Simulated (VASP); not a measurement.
## TiAl3: single point with PBEsol

The system is TiAl3.

```xyz
4
Lattice="-1.8721 1.8721 4.1933 1.8721 -1.8721 4.1933 1.8721 1.8721 -4.1933" Properties=species:S:1:pos:R:3 pbc="T T T"
Ti    0.0000    0.0000    0.0000
Al    1.8721    0.0000    2.0966
Al    0.0000    1.8721    2.0966
Al    0.0000    0.0000    4.1933
```

This cell differs from its parent crystal: volume scaled by 0.94.

| Quantity | Value |
| --- | --- |
| Program | VASP 6.6.1 |
| Task | single point |
| Functional | PBEsol |
| Potentials or basis | VASP PAW PBE potentials, release 64 (Ti_sv, Al) |
| Cutoff | 520 eV |
| k mesh | 10 × 10 × 10 |
| Occupations | fermi-dirac, width 0.05 eV |
| Spin | no spin polarisation |

```
Pressure : 7.2 GPa
```

Stress tensor (GPa, compression positive):
```
7.36 0.00 0.00
0.00 7.36 0.00
0.00 0.00 6.96
```

Levels at points of the mesh, in eV from the Fermi level:
```csv
k point,band 8,band 9,band 10,band 11,band 12,band 13,band 14,band 15
"(0.00, 0.00, 0.00)",-1.55,-1.29,-1.29,0.90,1.90,1.90,2.25,2.90
"(0.50, 0.00, 0.00)",-2.93,-1.10,-0.30,0.54,1.97,2.21,2.93,3.31
"(0.50, 0.50, 0.00)",-3.92,-2.74,-2.24,-1.06,1.94,2.12,2.82,3.07
"(0.50, 0.50, 0.50)",-0.88,-0.88,-0.27,0.73,0.73,1.04,3.18,5.34
```

Wall time 6.1 min on 1 thread of Intel(R) Xeon(R) Platinum 8488C (Sapphire Rapids) (shared host), peak memory 0.3 GiB.

Caveat: the PAW data sets were made with another functional, which shifts forces and pressure a little.
